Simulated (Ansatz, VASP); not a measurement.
**Two plane-wave programs on Al3B2Sb**

```
Al B Sb
1.0
     4.65837    0.00000    0.00000
    -2.32918    4.03427    0.00000
     0.00000    0.00000    5.11823
Al B Sb
3 2 1
Direct
  0.24979 0.00000 0.00000
  0.00000 0.24979 0.00000
  0.75021 0.75021 0.00000
  0.33333 0.66667 0.50000
  0.66667 0.33333 0.50000
  0.00000 0.00000 0.50000
```

Alike in both runs: task single point; functional PBE; k mesh 6 × 6 × 4; occupations gaussian, width 0.1 eV; no spin polarisation.

```csv
,VASP,Ansatz
version,VASP 6.6.1,Ansatz 0.2.0
potentials or method,"VASP PAW PBE potentials, release 64 (Al, B, Sb), cutoff 520 eV","scalar-relativistic, plane waves, PAW"
valence electrons in the cell,20,30
```

Ansatz gave:

- gap on the k mesh at the Fermi level (eV): none
- pressure (GPa): 20.0
- traceless stress, the component that is largest in VASP (GPa): -19.88
- rms of the force components (eV/Å): 5.609

Task: Which values does VASP return?

Result: gap on the k mesh at the Fermi level (eV): none; pressure (GPa): 20.0; traceless stress, the component that is largest in VASP (GPa): -19.78; rms of the force components (eV/Å): 5.615.

Atom by atom the forces differ by 0.006 eV/Å (rms over components). A gap of «none» marks a metal or a gap that the smearing closes. The functional is the same, so the differences come from potentials, cutoffs and numerics. VASP's potentials hold 20 valence electrons a cell and Ansatz's 30, so a difference there can come from the potentials and not from the codes.

Spin-orbit coupling is off throughout.
